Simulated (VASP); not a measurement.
# CuO (F-43m) in VASP: settings compared

Aim: see how the results for CuO move with the level of theory and the settings. Levels: BLYP, PBEsol. Tasks: single point.

All numbers are computed with VASP 6.6.1; they aren't measurements. Logs are shortened: lines on timing, memory, paths and dates and some standing lists are left out, and cuts for length are marked.

## Step 1: The cell of the first run

The structure is cubic, space group F-43m (No. 216). The conventional cell has a = 4.592 Å, b = 4.592 Å, c = 4.592 Å, α = 90.00°, β = 90.00°, γ = 90.00°. Cu (site symmetry -43m) has 4 O at 1.99 Å within 2.6 Å. O (site symmetry -43m) has 4 Cu at 1.99 Å within 2.6 Å.

## Step 2: Single point, BLYP

INCAR

```
AGGAC    = 1.0          
AGGAX    = 1.0          
ALDAC    = 0.0          
ALDAX    = 1.0          
ALGO     = Normal         # electronic algorithm
EDIFF    = 1E-6           # SCF threshold, eV
ENCUT    = 520            # plane-wave cutoff, eV
GGA      = B5             # functional
ISIF     = 2              # what is computed and relaxed
ISMEAR   = -1             # smearing method
LASPH    = True           # aspherical terms in the spheres
LCHARG   = False          # write CHGCAR
LREAL    = False          # projectors in reciprocal space
LWAVE    = False          # write WAVECAR
NBANDS   = 16             # bands
NELM     = 80             # most SCF steps
PREC     = Accurate       # precision mode
SIGMA    = 0.05           # smearing width, eV
```

KPOINTS

```
k-points
0
Gamma
  10 10 10
```

POSCAR

```
CuO
1.0
    0.0000000000      2.2957995131      2.2957995131
    2.2957995131      0.0000000000      2.2957995131
    2.2957995131      2.2957995131      0.0000000000
Cu O
1 1
Direct
    0.0000000000      0.0000000000      0.0000000000
    0.2500000000      0.2500000000      0.2500000000
```

Potentials or basis: VASP PAW PBE potentials, release 64 (Cu, O).

Run with:

```bash
cat potpaw_PBE.64/Cu/POTCAR potpaw_PBE.64/O/POTCAR > POTCAR
mpirun -np 1 vasp_std > vasp.out
```

OUTCAR:

```text
EDIFF = 1E-6
   ENCUT = 520
   GGA = B5
   ISIF = 2
   ISMEAR = -1
   LASPH = True
   LREAL = False
   NELM = 80
   PREC = Accurate

 ion  position               nearest neighbor table
   1  0.000  0.000  0.000-   2 1.99   2 1.99   2 1.99   2 1.99
   2  0.250  0.250  0.250-   1 1.99   1 1.99   1 1.99   1 1.99

  LATTYP: Found a face centered cubic cell.
 ALAT       =     4.5915990262

  Lattice vectors:

 A1 = (   0.0000000000,   2.2957995131,   2.2957995131)
 A2 = (   2.2957995131,   0.0000000000,   2.2957995131)
 A3 = (   2.2957995131,   2.2957995131,   0.0000000000)

Analysis of symmetry for initial positions (statically):
=====================================================================
 Subroutine PRICEL returns:
 Original cell was already a primitive cell.

 Routine SETGRP: Setting up the symmetry group for a
 face centered cubic supercell.

 Subroutine GETGRP returns: Found 24 space group operations
 (whereof 24 operations were pure point group operations)
 out of a pool of 48 trial point group operations.

The static configuration has the point symmetry T_d .

Analysis of symmetry for dynamics (positions and initial velocities):
=====================================================================
 Subroutine PRICEL returns:
 Original cell was already a primitive cell.

 Routine SETGRP: Setting up the symmetry group for a
 face centered cubic supercell.

 Subroutine GETGRP returns: Found 24 space group operations
 (whereof 24 operations were pure point group operations)
 out of a pool of 48 trial point group operations.

The dynamic configuration has the point symmetry T_d .

 Subroutine INISYM returns: Found 24 space group operations
 (whereof 24 operations are pure point group operations),
 and found     1 'primitive' translations

----------------------------------------------------------------------------------------

                                     Primitive cell

  volume of cell :      24.2009

  direct lattice vectors                    reciprocal lattice vectors
     0.000000000  2.295799513  2.295799513    -0.217789052  0.217789052  0.217789052
     2.295799513  0.000000000  2.295799513     0.217789052 -0.217789052  0.217789052
     2.295799513  2.295799513  0.000000000     0.217789052  0.217789052 -0.217789052

  length of vectors
     3.246750808  3.246750808  3.246750808     0.377221704  0.377221704  0.377221704

  position of ions in fractional coordinates (direct lattice)
     0.000000000  0.000000000  0.000000000
     0.250000000  0.250000000  0.250000000

  ion indices of the primitive-cell ions
   primitive index   ion index
                 1           1
                 2           2

----------------------------------------------------------------------------------------

 KPOINTS: k-points

Automatic generation of k-mesh.
 Grid dimensions read from file:
 generate k-points for:   10   10   10

 Generating k-lattice:

  Cartesian coordinates                     Fractional coordinates (reciprocal lattice)
    -0.021778905  0.021778905  0.021778905     0.100000000  0.000000000  0.000000000
     0.021778905 -0.021778905  0.021778905     0.000000000  0.100000000  0.000000000
     0.021778905  0.021778905 -0.021778905     0.000000000  0.000000000  0.100000000

  Length of vectors
     0.037722170  0.037722170  0.037722170

  Shift w.r.t. Gamma in fractional coordinates (k-lattice)
     0.000000000  0.000000000  0.000000000

 Subroutine IBZKPT returns following result:
 ===========================================

 Found     47 irreducible k-points:

 Following reciprocal coordinates:
            Coordinates               Weight
  0.000000  0.000000  0.000000      1.000000
  0.100000  0.000000  0.000000      8.000000
  0.200000  0.000000  0.000000      8.000000
  0.300000  0.000000  0.000000      8.000000
  0.400000  0.000000  0.000000      8.000000
  0.500000  0.000000  0.000000      4.000000
[... 16 lines left out ...]
  0.300000  0.300000  0.000000      6.000000
  0.400000  0.300000  0.000000     24.000000
 [... further k-points ...]
   k-points           NKPTS =     47   k-points in BZ     NKDIM =     47   number of bands    NBANDS=     16
   number of dos      NEDOS =    301   number of ions     NIONS =      2
   total plane-waves  NPLWV =  13824
   dimension x,y,z NGX =    24 NGY =   24 NGZ =   24
   dimension x,y,z NGXF=    48 NGYF=   48 NGZF=   48
   ions per type =               1   1
   NGX,Y,Z   is equivalent  to a cutoff of  12.29, 12.29, 12.29 a.u.
   NGXF,Y,Z  is equivalent  to a cutoff of  24.58, 24.58, 24.58 a.u.
 SYSTEM =  unknown system
   PREC   = accura    normal or accurate (medium, high low for compatibility)
   ISTART =      0    job   : 0-new  1-cont  2-samecut
   ICHARG =      2    charge: 1-file 2-atom 10-const
   ISPIN  =      1    spin polarized calculation?
   LNONCOLLINEAR =      F non collinear calculations
   LSORBIT =      F    spin-orbit coupling
   LASPH  =      T    aspherical Exc in radial PAW
   ENCUT  =  520.0 eV  38.22 Ry    6.18 a.u.   6.04  6.04  6.04*2*pi/ulx,y,z
   NELM   =     80;   NELMIN=  2; NELMDL= -5     # of ELM steps
   EDIFF  = 0.1E-05   stopping-criterion for ELM
   LREAL  =      F    real-space projection
   EDIFFG = 0.1E-04   stopping-criterion for IOM
   NSW    =      0    number of steps for IOM
   IBRION =     -1    ionic relax: 0-MD 1-quasi-New 2-CG
   NFREE  =      0    steps in history (QN), initial steepest desc. (CG)
   ISIF   =      2    stress and relaxation
   ISYM   =      2    0-nonsym 1-usesym 2-fastsym
   POTIM  = 0.5000    time-step for ionic-motion
   TEBEG  =    0.0;   TEEND  =   0.0 temperature during run
   PSTRESS=    0.0 pullay stress
   NELECT =      17.0000    total number of electrons
   NUPDOWN=      -1.0000    fix difference up-down
   EMIN   =  10.00;   EMAX   =-10.00  energy-range for DOS
   EFERMI =   0.00;   METHOD = LEGACY
   ISMEAR =    -1;   SIGMA  =   0.05  broadening in eV -4-tet -1-fermi 0-gaus
   EFERMI_NEDOS =   21; number of points for ismear=-14 and -15
   IALGO  =     38    algorithm
   IMIX   =      4    mixing-type and parameters
     AMIX     =   0.40;   BMIX     =  1.00
     AMIX_MAG =   1.60;   BMIX_MAG =  1.00
  volume/ion in A,a.u.               =      12.10        81.66
  Fermi-wavevector in a.u.,A,eV,Ry     =   1.455282  2.750084 28.815043  2.117846
  Thomas-Fermi vector in A             =   2.572335
   LORBIT       =      0    0 simple, 1 ext, 2 COOP (PROOUT), +10 PAW based schemes
   GGA     = B5    functional components
   LHFCALC =     F    Hartree Fock is set to
   AEXX    =    0.0000 exact exchange contribution
   IVDW    =     0    specifies the selected vdW correction
   LEPSILON=     F    determine dielectric tensor
   LRPA    =     F    only Hartree local field effects (RPA)
 non-spin polarized calculation
  energy-cutoff  :      520.00
  volume of cell :       24.20
 maximum number of plane-waves:       666
   NGX = 13   NGY = 13   NGZ = 13

 number of electron      17.0000003 magnetization

 Free energy of the ion-electron system (eV)
  ---------------------------------------------------
  ext. energy  EPLUGINS =         0.00000000
  ---------------------------------------------------
  free energy    TOTEN  =        -8.88543543 eV

  energy without entropy =       -8.86252378  energy(sigma->0) =       -8.87397961

 E-fermi :   3.7881     XC(G=0): -10.3117

 val. band max:        3.7782736873   @ k =  -0.1000   0.1000   0.0000
 cond. band min:       3.7920201574   @ k =   0.3000   0.2000   0.0000
 fundamental gap:      0.0137464701
 Fermi energy:         3.7880972765

 k-point     1 :       0.0000    0.0000    0.0000
  band No.  band energies     occupation
      1     -14.6359      2.00000
      2      -0.7866      2.00000
      3      -0.7866      2.00000
      4      -0.7866      2.00000
      5       1.8383      2.00000
      6       1.8383      2.00000
[... 8 lines left out ...]
     15      24.7491      0.00000
     16      24.8209      0.00000

 k-point     2 :       0.1000    0.0000    0.0000
  band No.  band energies     occupation
      1     -14.5823      2.00000
      2      -0.9290      2.00000
      3      -0.7576      2.00000
      4      -0.7576      2.00000
      5       1.8298      2.00000
      6       1.8298      2.00000
[... 8 lines left out ...]
     15      23.9595      0.00000
     16      23.9595      0.00000

 k-point     3 :       0.2000    0.0000    0.0000
  band No.  band energies     occupation
      1     -14.4393      2.00000
      2      -1.2405      2.00000
      3      -0.6844      2.00000
      4      -0.6844      2.00000
      5       1.8217      2.00000
      6       1.8217      2.00000
[... 8 lines left out ...]
     15      23.3479      0.00000
     16      23.3479      0.00000

 k-point     4 :       0.3000    0.0000    0.0000
  band No.  band energies     occupation
      1     -14.2570      2.00000
      2      -1.5315      2.00000
      3      -0.6018      2.00000
      4      -0.6018      2.00000
      5       1.8477      2.00000
      6       1.8477      2.00000
[... 8 lines left out ...]
     15      23.6332      0.00000
     16      23.6332      0.00000

 k-point     5 :       0.4000    0.0000    0.0000
  band No.  band energies     occupation
      1     -14.1048      2.00000
      2      -1.7039      2.00000
      3      -0.5433      2.00000
      4      -0.5433      2.00000
      5       1.9095      2.00000
      6       1.9095      2.00000
[... 8 lines left out ...]
     15      24.5061      0.00000
     16      24.5061      0.00000

 k-point     6 :       0.5000    0.0000    0.0000
  band No.  band energies     occupation
      1     -14.0458      2.00000
      2      -1.7555      2.00000
      3      -0.5233      2.00000
      4      -0.5233      2.00000
      5       1.9465      2.00000
      6       1.9465      2.00000
[... 8 lines left out ...]
     15      25.0432      0.00000
     16      25.0432      0.00000
[... 267 lines left out ...]
 k-point    21 :      -0.3000    0.2000    0.0000
  band No.  band energies     occupation
      1     -14.0556      2.00000
      2      -1.4265      2.00000
      3      -0.7690      2.00000
      4      -0.4620      2.00000
      5       1.7863      2.00000
      6       1.9258      2.00000
[... 8 lines left out ...]
     15      23.3925      0.00000
     16      26.7947      0.00000

 k-point    22 :      -0.2000    0.2000    0.0000
  band No.  band energies     occupation
      1     -14.1969      2.00000
      2      -1.4493      2.00000
      3      -0.6998      2.00000
      4      -0.5476      2.00000
      5       1.7463      2.00000
      6       1.9333      2.00000
[... 8 lines left out ...]
     15      23.2551      0.00000
     16      26.8706      0.00000

 k-point    23 :       0.3000    0.3000    0.0000
  band No.  band energies     occupation
      1     -14.1381      2.00000
      2      -1.6969      2.00000
      3      -0.4125      2.00000
      4      -0.4125      2.00000
      5       1.5830      2.00000
      6       1.9733      2.00000
[... 8 lines left out ...]
     15      26.9444      0.00000
     16      28.2189      0.00000

 k-point    24 :       0.4000    0.3000    0.0000
  band No.  band energies     occupation
      1     -14.0212      2.00000
      2      -1.7464      2.00000
      3      -0.3562      2.00000
      4      -0.3121      2.00000
      5       1.6087      2.00000
      6       1.9985      2.00000
[... 8 lines left out ...]
     15      26.7218      0.00000
     16      28.3588      0.00000

 [... further k-points ...]
[... 5 lines left out ...]
  --------------------------------------------------------------------------------------
  -------------------------------------------------------------------------------------
  Total       -0.0410589     -0.0410589     -0.0410589     -0.0000000      0.0000000      0.0000000
  in kB       -2.7182260     -2.7182260     -2.7182260     -0.0000000      0.0000000      0.0000000
  external PRESSURE =      -2.7182260 kB  Pullay stress =       0.0000000 kB

 VOLUME and BASIS-vectors are now :
 -----------------------------------------------------------------------------
  energy-cutoff  :      520.00
  volume of cell :       24.20
      direct lattice vectors                 reciprocal lattice vectors
     0.000000000  2.295799513  2.295799513    -0.217789052  0.217789052  0.217789052
     2.295799513  0.000000000  2.295799513     0.217789052 -0.217789052  0.217789052
     2.295799513  2.295799513  0.000000000     0.217789052  0.217789052 -0.217789052

 POSITION                                       TOTAL-FORCE (eV/Angst)
 -----------------------------------------------------------------------------------
      0.00000      0.00000      0.00000        -0.000000     -0.000000      0.000000
      1.14790      1.14790      1.14790         0.000000      0.000000     -0.000000
 -----------------------------------------------------------------------------------
    total drift:                                0.000001      0.000001      0.000001

  FREE ENERGIE OF THE ION-ELECTRON SYSTEM (eV)
  ---------------------------------------------------
  free  energy   TOTEN  =        -8.8854354317 eV

  energy  without entropy=       -8.8625237832  energy(sigma->0) =       -8.87397961
```

It took 51 s on 1 thread of AMD EPYC, shared host; peak memory 0.11 GiB.

Results:

```yaml
Free_energy: -8.8854 eV
Pressure: -0.3 GPa
```

Levels at points of the mesh, in eV from the Fermi level:
```tsv
k point	band 5	band 6	band 7	band 8	band 9	band 10	band 11	band 12	band 13	band 14
(0.00, 0.00, 0.00)	-1.95	-1.95	0.76	0.76	0.76	1.14	14.14	14.14	14.14	20.96
(0.50, 0.00, 0.00)	-1.84	-1.84	-1.73	-0.01	-0.01	6.10	7.97	13.83	13.83	17.95
(0.50, 0.50, 0.00)	-2.13	-1.74	-1.35	-1.07	-1.07	6.08	9.52	11.78	14.53	14.53
```

Caveat: the PAW data sets were made with another functional, which shifts forces and pressure a little; an odd number of electrons without spin polarisation forces a metal; a magnetic or distorted state may lie lower; semilocal functionals often make such compounds metallic where correlation or magnetic order opens a gap, which also shifts bond lengths. With open d or f shells a metallic result of BLYP can be an artefact of self-interaction; +U or a hybrid may open a gap.

## Step 3: Single point, BLYP

This run uses another cell than the first one, of 12.35 Å³/atom, 1.021 times its volume.

INCAR

```
SYSTEM = CuO
PREC = Accurate ; ENCUT = 520
EDIFF = 1E-6 ; ISMEAR = -1
SIGMA = 0.05 ; LREAL = .False.
LASPH = .True. ; NELM = 100
ALGO = Normal ; ISIF = 2
LWAVE = .False. ; LCHARG = .False.
GGA = B5 ; ALDAX = 1.0
AGGAX = 1.0 ; AGGAC = 1.0
ALDAC = 0.0 ; NBANDS = 16
```

KPOINTS

```
Automatic mesh
0
Gamma
  10 10 10
  0 0 0
```

POSCAR

```
CuO
1.0
    0.0000000000      2.3116331135      2.3116331135
    2.3116331135      0.0000000000      2.3116331135
    2.3116331135      2.3116331135      0.0000000000
Cu O
1 1
Direct
    0.0000000000      0.0000000000      0.0000000000
    0.2500000000      0.2500000000      0.2500000000
```

Potentials or basis: VASP PAW PBE potentials, release 64 (Cu, O).

Run with:

```bash
cat potpaw_PBE.64/Cu/POTCAR potpaw_PBE.64/O/POTCAR > POTCAR
mpirun -np 1 vasp_std > vasp.out
```

Run time: 51 s. Hardware: 1 thread of AMD EPYC, shared host; peak memory 0.11 GiB.

The run converged. Its results:

| Quantity | Value |
| --- | --- |
| Free energy | -8.8817 eV |
| Pressure | -2.7 GPa |

Levels at points of the mesh, in eV from the Fermi level:
| k point | band 7 | band 8 | band 9 | band 10 | band 11 | band 12 |
| --- | --- | --- | --- | --- | --- | --- |
| (0.00, 0.00, 0.00) | 0.74 | 0.74 | 0.74 | 1.11 | 14.01 | 14.01 |
| (0.50, 0.00, 0.00) | -1.69 | -0.01 | -0.01 | 6.01 | 7.90 | 13.71 |
| (0.50, 0.50, 0.00) | -1.32 | -1.04 | -1.04 | 6.06 | 9.33 | 11.73 |

Caveat: the PAW data sets were made with another functional, which shifts forces and pressure a little; an odd number of electrons without spin polarisation forces a metal; a magnetic or distorted state may lie lower; semilocal functionals often make such compounds metallic where correlation or magnetic order opens a gap, which also shifts bond lengths. With open d or f shells a metallic result of BLYP can be an artefact of self-interaction; +U or a hybrid may open a gap.

## Step 4: Single point, PBEsol

This run uses another cell than the first one, of 12.60 Å³/atom, 1.042 times its volume.

INCAR

```
SYSTEM = CuO
ALGO = Normal
EDIFF = 1E-7
ENCUT = 520
GGA = PS
ISIF = 2
ISMEAR = -1
LASPH = .TRUE.
LCHARG = .FALSE.
LREAL = .FALSE.
LWAVE = .FALSE.
NBANDS = 16
NELM = 60
PREC = Accurate
SIGMA = 0.05
```

KPOINTS

```
k-points
0
G
  10 10 10
  0 0 0
```

POSCAR

```
CuO
1.0
    0.0000000000      2.3272527300      2.3272527300
    2.3272527300      0.0000000000      2.3272527300
    2.3272527300      2.3272527300      0.0000000000
Cu O
1 1
Direct
    0.0000000000      0.0000000000      0.0000000000
    0.2500000000      0.2500000000      0.2500000000
```

Run with:

```bash
cat potpaw_PBE.64/Cu/POTCAR potpaw_PBE.64/O/POTCAR > POTCAR
mpirun -np 1 vasp_std > vasp.out
```

Wall time 49 s (1 thread of AMD EPYC, shared host); peak memory 0.11 GiB.

Results (log left out):

| Property | Result |
| --- | --- |
| Free energy | -10.2622 eV |
| Pressure | -15.1 GPa |

Levels at points of the mesh, in eV from the Fermi level:
```
           k point  band 6  band 7  band 8  band 9  band 10  band 11  band 12  band 13
(0.00, 0.00, 0.00)   -1.83    0.72    0.72    0.72     0.80    13.73    13.73    13.73
(0.50, 0.00, 0.00)   -1.73   -1.67    0.00    0.00     5.72     7.53    13.39    13.39
(0.50, 0.50, 0.00)   -1.63   -1.27   -1.02   -1.02     5.65     9.17    11.15    14.02
```

Caveat: the PAW data sets were made with another functional, which shifts forces and pressure a little; an odd number of electrons without spin polarisation forces a metal; a magnetic or distorted state may lie lower; semilocal functionals often make such compounds metallic where correlation or magnetic order opens a gap, which also shifts bond lengths.

## Step 5: The runs side by side

| level | cell | gap on the mesh (eV) | pressure (GPa) |
| --- | --- | --- | --- |
| BLYP | a = 3.247 Å, angles 60.0°, 2 atoms | none | -0.3 |
| BLYP | a = 3.269 Å, angles 60.0°, 2 atoms | none | -2.7 |
| PBEsol | a = 3.291 Å, angles 60.0°, 2 atoms | none | -15.1 |

Alike in all rows: task single point; potentials or basis VASP PAW PBE potentials, release 64 (Cu, O); no spin polarisation; k mesh 10 × 10 × 10; cutoff (eV) 520; smearing fermi-dirac 0.05 eV.

Caveats: the PAW data sets were made with another functional, which shifts forces and pressure a little; an odd number of electrons without spin polarisation forces a metal; a magnetic or distorted state may lie lower; semilocal functionals often make such compounds metallic where correlation or magnetic order opens a gap, which also shifts bond lengths.

Total energies depend on the potentials used, so only differences within one code and one set of settings carry meaning.
